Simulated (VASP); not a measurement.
# Nb2Te6Mo (P-31m) in VASP: notebook

Nb2Te6Mo is run at these levels: PBE; tasks: single point.

Program: VASP 6.6.1. These are calculated values, not measurements. Logs are shortened: lines on timing, memory, paths and dates and some standing lists are left out, and cuts for length are marked.

### 1 The cell of the first run

It takes space group P-31m (No. 162, trigonal). Conventional cell: a = 6.268 Å, b = 6.268 Å, c = 7.839 Å, α = 90.00°, β = 90.00°, γ = 120.00°. Nb (site symmetry 32) has 6 Te at 2.80 Å and 3 Nb at 3.62 Å and 3 Mo at 3.62 Å within 3.7 Å. Within 3.7 Å of Te (site symmetry m) lie 1 Mo at 2.77 Å and 2 Nb at 2.80 Å and 6 Te at 3.57 to 3.64 Å. Within 3.7 Å of Mo (site symmetry -3m) lie 6 Te at 2.77 Å and 6 Nb at 3.62 Å.

### 2 Single point, PBE

INCAR

```
SYSTEM = Nb2Te6Mo
PREC = Accurate ; ENCUT = 520
EDIFF = 1E-6 ; ISMEAR = 0
SIGMA = 0.1 ; LREAL = .FALSE.
LASPH = .TRUE. ; NELM = 80
ALGO = Normal ; ISIF = 2
LWAVE = .FALSE. ; LCHARG = .FALSE.
GGA = PE ; NBANDS = 48
```

KPOINTS

```
regular mesh
0
G
  3 3 2
  0 0 0
```

POSCAR

```
Nb2Te6Mo
1.0
    6.2677079000      0.0000000000      0.0000000000
   -3.1338540000      5.4279943000      0.0000000000
    0.0000000000      0.0000000000      7.8393761000
Nb Te Mo
2 6 1
Direct
    0.3333333000      0.6666667000      0.0000000000
    0.6666667000      0.3333333000      0.0000000000
    0.6709380000      0.0000000000      0.7639830000
    0.3290620000      0.3290620000      0.7639830000
    0.0000000000      0.6709380000      0.7639830000
    0.3290620000      0.0000000000      0.2360170000
    0.0000000000      0.3290620000      0.2360170000
    0.6709380000      0.6709380000      0.2360170000
    0.0000000000      0.0000000000      0.0000000000
```

Potentials or basis: VASP PAW PBE potentials, release 64 (Nb_sv, Te, Mo_sv).

On the command line:

```sh
> cat potpaw_PBE.64/Nb_sv/POTCAR potpaw_PBE.64/Te/POTCAR potpaw_PBE.64/Mo_sv/POTCAR > POTCAR
> mpirun -np 1 vasp_std > vasp.out
```

OUTCAR:

```text
SYSTEM = Nb2Te6Mo
   PREC = Accurate
   ENCUT = 520
   EDIFF = 1E-6
   ISMEAR = 0
   LREAL = .FALSE.
   LASPH = .TRUE.
   NELM = 80
   ISIF = 2
   GGA = PE

 ion  position               nearest neighbor table
   1  0.333  0.667  0.000-   5 2.80   6 2.80   3 2.80   7 2.80   8 2.80   4 2.80
   2  0.667  0.333  0.000-   7 2.80   3 2.80   6 2.80   5 2.80   4 2.80   8 2.80
   3  0.671  0.000  0.764-   9 2.77   2 2.80   1 2.80   4 3.57   5 3.57   5 3.64   4 3.64   4 3.64
                             5 3.64
   4  0.329  0.329  0.764-   9 2.77   2 2.80   1 2.80   3 3.57   5 3.57   5 3.64   3 3.64   5 3.64
                             3 3.64
   5  0.000  0.671  0.764-   9 2.77   1 2.80   2 2.80   3 3.57   4 3.57   3 3.64   4 3.64   4 3.64
                             3 3.64
   6  0.329  0.000  0.236-   9 2.77   1 2.80   2 2.80   8 3.57   7 3.57   7 3.64   8 3.64   8 3.64
                             7 3.64
   7  0.000  0.329  0.236-   9 2.77   2 2.80   1 2.80   6 3.57   8 3.57   6 3.64   8 3.64   8 3.64
                             6 3.64
   8  0.671  0.671  0.236-   9 2.77   1 2.80   2 2.80   6 3.57   7 3.57   7 3.64   6 3.64   7 3.64
                             6 3.64
   9  0.000  0.000  0.000-   3 2.77   6 2.77   4 2.77   8 2.77   7 2.77   5 2.77

  LATTYP: Found a hexagonal cell.
 ALAT       =     6.2677079000
 C/A-ratio  =     1.2507564528

  Lattice vectors:

 A1 = (   6.2677079000,   0.0000000000,   0.0000000000)
 A2 = (  -3.1338540000,   5.4279943000,   0.0000000000)
 A3 = (   0.0000000000,   0.0000000000,   7.8393761000)

Analysis of symmetry for initial positions (statically):
=====================================================================
 Subroutine PRICEL returns:
 Original cell was already a primitive cell.

 Routine SETGRP: Setting up the symmetry group for a
 hexagonal supercell.

 Subroutine GETGRP returns: Found 12 space group operations
 (whereof 12 operations were pure point group operations)
 out of a pool of 24 trial point group operations.

The static configuration has the point symmetry D_3d.

Analysis of symmetry for dynamics (positions and initial velocities):
=====================================================================
 Subroutine PRICEL returns:
 Original cell was already a primitive cell.

 Routine SETGRP: Setting up the symmetry group for a
 hexagonal supercell.

 Subroutine GETGRP returns: Found 12 space group operations
 (whereof 12 operations were pure point group operations)
 out of a pool of 24 trial point group operations.

The dynamic configuration has the point symmetry D_3d.

 Subroutine INISYM returns: Found 12 space group operations
 (whereof 12 operations are pure point group operations),
 and found     1 'primitive' translations

----------------------------------------------------------------------------------------

                                     Primitive cell

  volume of cell :     266.7041

  direct lattice vectors                    reciprocal lattice vectors
     6.267707900  0.000000000  0.000000000     0.159547959  0.092115058  0.000000000
    -3.133854000  5.427994300  0.000000000     0.000000000  0.184230112  0.000000000
     0.000000000  0.000000000  7.839376100     0.000000000  0.000000000  0.127561172

  length of vectors
     6.267707900  6.267707955  7.839376100     0.184230114  0.184230112  0.127561172

  position of ions in fractional coordinates (direct lattice)
     0.333333300  0.666666700  0.000000000
     0.666666700  0.333333300  0.000000000
     0.670938000  0.000000000  0.763983000
     0.329062000  0.329062000  0.763983000
     0.000000000  0.670938000  0.763983000
     0.329062000  0.000000000  0.236017000
     0.000000000  0.329062000  0.236017000
     0.670938000  0.670938000  0.236017000
     0.000000000  0.000000000  0.000000000

  ion indices of the primitive-cell ions
   primitive index   ion index
                 1           1
                 2           2
                 3           3
                 4           4
                 5           5
                 6           6
                 7           7
                 8           8
                 9           9

----------------------------------------------------------------------------------------

 KPOINTS: regular mesh

Automatic generation of k-mesh.
 Grid dimensions read from file:
 generate k-points for:    3    3    2

 Generating k-lattice:

  Cartesian coordinates                     Fractional coordinates (reciprocal lattice)
     0.053182653  0.030705019  0.000000000     0.333333333  0.000000000  0.000000000
     0.000000000  0.061410037  0.000000000     0.000000000  0.333333333  0.000000000
     0.000000000  0.000000000  0.063780586     0.000000000  0.000000000  0.500000000

  Length of vectors
     0.061410038  0.061410037  0.063780586

  Shift w.r.t. Gamma in fractional coordinates (k-lattice)
     0.000000000  0.000000000  0.000000000

 Subroutine IBZKPT returns following result:
 ===========================================

 Found      6 irreducible k-points:

 Following reciprocal coordinates:
            Coordinates               Weight
  0.000000  0.000000  0.000000      1.000000
  0.333333 -0.000000  0.000000      6.000000
  0.333333  0.333333  0.000000      2.000000
  0.000000  0.000000  0.500000      1.000000
  0.333333 -0.000000  0.500000      6.000000
  0.333333  0.333333  0.500000      2.000000
   k-points           NKPTS =      6   k-points in BZ     NKDIM =      6   number of bands    NBANDS=     48
   number of dos      NEDOS =    301   number of ions     NIONS =      9
   total plane-waves  NPLWV = 138240
   dimension x,y,z NGX =    48 NGY =   48 NGZ =   60
   dimension x,y,z NGXF=    96 NGYF=   96 NGZF=  120
   ions per type =               2   6   1
   NGX,Y,Z   is equivalent  to a cutoff of  12.73, 12.73, 12.72 a.u.
   NGXF,Y,Z  is equivalent  to a cutoff of  25.46, 25.46, 25.45 a.u.
 SYSTEM =  Nb2Te6Mo
   PREC   = accura    normal or accurate (medium, high low for compatibility)
   ISTART =      0    job   : 0-new  1-cont  2-samecut
   ICHARG =      2    charge: 1-file 2-atom 10-const
   ISPIN  =      1    spin polarized calculation?
   LNONCOLLINEAR =      F non collinear calculations
   LSORBIT =      F    spin-orbit coupling
   LASPH  =      T    aspherical Exc in radial PAW
   ENCUT  =  520.0 eV  38.22 Ry    6.18 a.u.  11.65 11.65 14.58*2*pi/ulx,y,z
   NELM   =     80;   NELMIN=  2; NELMDL= -5     # of ELM steps
   EDIFF  = 0.1E-05   stopping-criterion for ELM
   LREAL  =      F    real-space projection
   EDIFFG = 0.1E-04   stopping-criterion for IOM
   NSW    =      0    number of steps for IOM
   IBRION =     -1    ionic relax: 0-MD 1-quasi-New 2-CG
   NFREE  =      0    steps in history (QN), initial steepest desc. (CG)
   ISIF   =      2    stress and relaxation
   ISYM   =      2    0-nonsym 1-usesym 2-fastsym
   POTIM  = 0.5000    time-step for ionic-motion
   TEBEG  =    0.0;   TEEND  =   0.0 temperature during run
   PSTRESS=    0.0 pullay stress
   NELECT =      76.0000    total number of electrons
   NUPDOWN=      -1.0000    fix difference up-down
   EMIN   =  10.00;   EMAX   =-10.00  energy-range for DOS
   EFERMI =   0.00;   METHOD = LEGACY
   ISMEAR =     0;   SIGMA  =   0.10  broadening in eV -4-tet -1-fermi 0-gaus
   EFERMI_NEDOS =   21; number of points for ismear=-14 and -15
   IALGO  =     38    algorithm
   IMIX   =      4    mixing-type and parameters
     AMIX     =   0.40;   BMIX     =  1.00
     AMIX_MAG =   1.60;   BMIX_MAG =  1.00
  volume/ion in A,a.u.               =      29.63       199.98
  Fermi-wavevector in a.u.,A,eV,Ry     =   1.077299  2.035799 15.790548  1.160573
  Thomas-Fermi vector in A             =   2.213207
   LORBIT       =      0    0 simple, 1 ext, 2 COOP (PROOUT), +10 PAW based schemes
   GGA     = PE    functional components
   LHFCALC =     F    Hartree Fock is set to
   AEXX    =    0.0000 exact exchange contribution
   IVDW    =     0    specifies the selected vdW correction
   LEPSILON=     F    determine dielectric tensor
   LRPA    =     F    only Hartree local field effects (RPA)
 non-spin polarized calculation
 Gauss-broadening in eV      SIGMA  =   0.10
  energy-cutoff  :      520.00
  volume of cell :      266.70
 maximum number of plane-waves:      7211
 NGX is ok and might be reduce to    48
   NGX = 23   NGY = 23   NGZ = 29

 number of electron      76.0000004 magnetization

 Free energy of the ion-electron system (eV)
  ---------------------------------------------------
  ext. energy  EPLUGINS =         0.00000000
  ---------------------------------------------------
  free energy    TOTEN  =       -53.27910829 eV

  energy without entropy =      -53.25357662  energy(sigma->0) =      -53.26634245

 E-fermi :   6.4664     XC(G=0):  -9.4615

 val. band max:        6.4022933657   @ k =   0.3333  -0.0000   0.0000
 cond. band min:       6.8419998444   @ k =   0.3333  -0.0000   0.0000
 fundamental gap:      0.4397064788
 Fermi energy:         6.4664481850

 k-point     1 :       0.0000    0.0000    0.0000
  band No.  band energies     occupation
      1     -54.4953      2.00000
      2     -48.8462      2.00000
      3     -48.8375      2.00000
      4     -28.6446      2.00000
      5     -28.6446      2.00000
      6     -28.5051      2.00000
[... 40 lines left out ...]
     47       9.0036      0.00000
     48       9.3581      0.00000

 k-point     2 :       0.3333   -0.0000    0.0000
  band No.  band energies     occupation
      1     -54.4953      2.00000
      2     -48.8444      2.00000
      3     -48.8393      2.00000
      4     -28.6446      2.00000
      5     -28.6444      2.00000
      6     -28.5050      2.00000
[... 196 lines left out ...]
 k-point     6 :       0.3333    0.3333    0.5000
  band No.  band energies     occupation
      1     -54.4953      2.00000
      2     -48.8419      2.00000
      3     -48.8419      2.00000
      4     -28.6445      2.00000
      5     -28.6445      2.00000
      6     -28.5050      2.00000
[... 40 lines left out ...]
     47       9.1193      0.00000
     48       9.3134      0.00000

------------------------ aborting loop because EDIFF is reached ----------------------------------------

  FORCE on cell =-STRESS in cart. coord.  units (eV):
  Direction    XX          YY          ZZ          XY          YZ          ZX
  --------------------------------------------------------------------------------------
  -------------------------------------------------------------------------------------
  Total       -0.6494648     -0.6494649      0.5552088      0.0000000      0.0000000      0.0000000
  in kB       -3.9015448     -3.9015449      3.3353184      0.0000000      0.0000000      0.0000000
  external PRESSURE =      -1.4892571 kB  Pullay stress =       0.0000000 kB

 VOLUME and BASIS-vectors are now :
 -----------------------------------------------------------------------------
  energy-cutoff  :      520.00
  volume of cell :      266.70
      direct lattice vectors                 reciprocal lattice vectors
     6.267707900  0.000000000  0.000000000     0.159547959  0.092115058  0.000000000
    -3.133854000  5.427994300  0.000000000     0.000000000  0.184230112  0.000000000
     0.000000000  0.000000000  7.839376100     0.000000000  0.000000000  0.127561172

 POSITION                                       TOTAL-FORCE (eV/Angst)
 -----------------------------------------------------------------------------------
     -0.00000      3.61866      0.00000         0.000000      0.000000     -0.000000
      3.13385      1.80933      0.00000        -0.000000      0.000000     -0.000000
      4.20524      0.00000      5.98915        -0.009526      0.000000     -0.034945
      1.03123      1.78615      5.98915         0.004763      0.008250     -0.034945
     -2.10262      3.64185      5.98915         0.004763     -0.008250     -0.034945
      2.06246      0.00000      1.85023         0.009526      0.000000      0.034945
     -1.03123      1.78615      1.85023        -0.004763      0.008250      0.034945
      2.10262      3.64185      1.85023        -0.004763     -0.008250      0.034945
      0.00000      0.00000      0.00000         0.000000      0.000000      0.000000
 -----------------------------------------------------------------------------------
    total drift:                                0.000000     -0.000000      0.000000

  FREE ENERGIE OF THE ION-ELECTRON SYSTEM (eV)
  ---------------------------------------------------
  free  energy   TOTEN  =       -53.2791082905 eV

  energy  without entropy=      -53.2535766172  energy(sigma->0) =      -53.26634245
```

Wall time 84 s (1 thread of Intel Xeon 6975P-C (Granite Rapids), shared host); peak memory 0.39 GiB.

What came out:

| Quantity | Value |
| --- | --- |
| Free energy | -53.2791 eV |
| Pressure | -0.1 GPa |
| Largest force | 0.036 eV/Å |
| Band gap on the k mesh | zero (band 38 reaches 7.38 eV, above the bottom of band 39 at 5.90 eV) |

Forces on the atoms (eV/Å):
```
Nb   0.000  0.000  0.000
Nb   0.000  0.000  0.000
Te  -0.010  0.000 -0.035
Te   0.005  0.008 -0.035
Te   0.005 -0.008 -0.035
Te   0.010  0.000  0.035
Te  -0.005  0.008  0.035
Te  -0.005 -0.008  0.035
Mo   0.000  0.000  0.000
```

Caveat: the k points lie up to 0.40 Å⁻¹ apart; spin-orbit coupling is left out, which moves the levels of the heavy elements; this functional lacks dispersion, which binds the layers, so the pressure and a relaxed spacing across them are unreliable.

### 3 Single point, PBE

INCAR

```
PREC     = Accurate       # precision mode
ENCUT    = 520            # plane-wave cutoff, eV
EDIFF    = 1E-7           # SCF threshold, eV
ISMEAR   = 0              # smearing method
SIGMA    = 0.1            # smearing width, eV
LREAL    = F              # projectors in reciprocal space
LASPH    = T              # aspherical terms in the spheres
NELM     = 60             # most SCF steps
ALGO     = Normal         # electronic algorithm
ISIF     = 2              # what is computed and relaxed
LWAVE    = F              # write WAVECAR
LCHARG   = T              # write CHGCAR
GGA      = PE             # functional
LELF     = T              # ELF
LVHAR    = T            
NBANDS   = 48             # bands
```

KPOINTS

```
Automatic mesh
0
Gamma
  6 6 6
```

POSCAR

```
Nb2Te6Mo
1.0
    6.2677079203      0.0000000289      0.0000000000
   -3.1338539851      5.4279942680      0.0000000000
    0.0000000000      0.0000000000      7.8393761000
Nb Te Mo
2 6 1
Direct
    0.3333333333      0.6666666667      0.0000000000
    0.6666666667      0.3333333333      0.0000000000
    0.6709380000      0.0000000000      0.7639830000
    0.3290620000      0.3290620000      0.7639830000
    0.0000000000      0.6709380000      0.7639830000
    0.3290620000      0.0000000000      0.2360170000
    0.0000000000      0.3290620000      0.2360170000
    0.6709380000      0.6709380000      0.2360170000
    0.0000000000      0.0000000000      0.0000000000
```

Potentials or basis: VASP PAW PBE potentials, release 64 (Nb_sv, Te, Mo_sv).

On the command line:

```sh
> cat potpaw_PBE.64/Nb_sv/POTCAR potpaw_PBE.64/Te/POTCAR potpaw_PBE.64/Mo_sv/POTCAR > POTCAR
> mpirun -np 1 vasp_std > vasp.out
```

It took 6.3 min on 1 thread of Intel Xeon 6975P-C (Granite Rapids), shared host; peak memory 0.6 GiB.

The run converged. Its results:

```
Free energy            : -53.1726 eV
Pressure               : 0.0 GPa
Largest force          : 0.005 eV/Å
Band gap on the k mesh : zero (band 38 reaches 7.40 eV, above the bottom of band 39 at 5.91 eV)
```

Forces in eV/Å, atoms in the order of the input:
```
Nb   0.000  0.000  0.000
Nb   0.000  0.000  0.000
Te  -0.005  0.000  0.000
Te   0.003  0.005  0.000
Te   0.003 -0.005  0.000
Te   0.005  0.000  0.000
Te  -0.003  0.005  0.000
Te  -0.003 -0.005  0.000
Mo   0.000  0.000  0.000
```

Stress tensor (GPa, compression positive):
```
-0.08  0.00  0.00
 0.00 -0.08  0.00
 0.00  0.00  0.01
```

Levels at points of the mesh, in eV from the Fermi level:
```tsv
k point	band 36	band 37	band 38	band 39	band 40	band 41
(0.00, 0.00, 0.00)	-0.12	-0.12	0.87	0.87	0.97	1.21
(0.50, 0.00, 0.00)	-1.06	-0.56	-0.36	-0.01	0.70	0.99
(0.00, 0.00, 0.50)	-0.14	-0.13	0.63	0.63	0.93	0.93
(0.50, 0.00, 0.50)	-1.26	-0.47	-0.11	0.27	0.47	0.75
```

Caveat: spin-orbit coupling is left out, which moves the levels of the heavy elements; this functional lacks dispersion, which binds the layers, so the pressure and a relaxed spacing across them are unreliable.

### 4 Single point, PBE, collinear spin, ferromagnetic start

INCAR

```
ALGO = Normal ; EDIFF = 1E-6
ENCUT = 520 ; GGA = PE
ISIF = 2 ; ISMEAR = 0
ISPIN = 2 ; LASPH = True
LCHARG = True ; LELF = True
LMAXMIX = 4 ; LORBIT = 11
LREAL = False ; LVHAR = True
LWAVE = False ; MAGMOM = 1 1 0 0 0 0 0 0 1
NBANDS = 52 ; NELM = 150
PREC = Accurate ; SIGMA = 0.1
```

KPOINTS

```
k-points
0
Gamma
  3 3 2
```

POSCAR

```
Nb2Te6Mo
1.0
    6.2677079000      0.0000000000      0.0000000000
   -3.1338540000      5.4279943000      0.0000000000
    0.0000000000      0.0000000000      7.8393761000
Nb Te Mo
2 6 1
Direct
    0.3333333000      0.6666667000      0.0000000000
    0.6666667000      0.3333333000      0.0000000000
    0.6709380000      0.0000000000      0.7639830000
    0.3290620000      0.3290620000      0.7639830000
    0.0000000000      0.6709380000      0.7639830000
    0.3290620000      0.0000000000      0.2360170000
    0.0000000000      0.3290620000      0.2360170000
    0.6709380000      0.6709380000      0.2360170000
    0.0000000000      0.0000000000      0.0000000000
```

On the command line:

```sh
> cat potpaw_PBE.64/Nb_sv/POTCAR potpaw_PBE.64/Te/POTCAR potpaw_PBE.64/Mo_sv/POTCAR > POTCAR
> mpirun -np 1 vasp_std > vasp.out
```

It took 2.9 min on 1 thread of Intel Xeon 6975P-C (Granite Rapids), shared host; peak memory 0.53 GiB.

Results (log left out):

```
Free energy                                           : -53.2791 eV
Pressure                                              : -0.1 GPa
Largest force                                         : 0.036 eV/Å
Band gap on the k mesh                                : zero (filled and empty bands overlap)
Net moment                                            : 0.01 μB per cell
Valence electrons inside the program's atomic spheres : Nb 10.57; Te 3.41; Mo 12.29
```

Forces in eV/Å, atoms in the order of the input:
```
Nb   0.000  0.000  0.000
Nb   0.000  0.000  0.000
Te  -0.010  0.000 -0.035
Te   0.005  0.008 -0.035
Te   0.005 -0.008 -0.035
Te   0.010  0.000  0.035
Te  -0.005  0.008  0.035
Te  -0.005 -0.008  0.035
Mo   0.000  0.000  0.000
```

Stress tensor (GPa, compression positive):
```
-0.39  0.00  0.00
 0.00 -0.39  0.00
 0.00  0.00  0.33
```

Levels at points of the mesh, in eV from the Fermi level:
Spin up:
```tsv
k point	band 34	band 35	band 36	band 37	band 38	band 39	band 40	band 41	band 42	band 43
(0.00, 0.00, 0.00)	-1.42	-0.67	-0.09	-0.09	0.91	0.91	1.01	1.26	1.26	1.36
(0.00, 0.00, 0.50)	-1.98	-0.10	-0.10	-0.09	0.67	0.67	0.97	0.97	1.05	1.32
```
Spin down:
```
           k point  band 36  band 37  band 38  band 39  band 40  band 41
(0.00, 0.00, 0.00)    -0.08    -0.08     0.92     0.92     1.01     1.25
(0.00, 0.00, 0.50)    -0.10    -0.08     0.67     0.67     0.97     0.97
```

Caveat: the k points lie up to 0.40 Å⁻¹ apart; spin-orbit coupling is left out, which moves the levels of the heavy elements; this functional lacks dispersion, which binds the layers, so the pressure and a relaxed spacing across them are unreliable.

### 5 Summary

```csv
spin,k mesh,gap on the mesh (eV),pressure (GPa),largest force (eV/Å)
off,3 × 3 × 2,none,-0.1,0.04
off,6 × 6 × 6,none,0.0,0.01
"collinear, ferromagnetic start",3 × 3 × 2,none,-0.1,0.04
```

Alike in all rows: task single point; level PBE; potentials or basis VASP PAW PBE potentials, release 64 (Nb_sv, Te, Mo_sv); cell as given; cutoff (eV) 520; smearing gaussian 0.1 eV.

Caveats: some runs use coarse meshes; spin-orbit coupling is left out, which moves the levels of the heavy elements; this functional lacks dispersion, which binds the layers, so the pressure and a relaxed spacing across them are unreliable.

Total energies depend on the potentials used, so only differences within one code and one set of settings carry meaning.
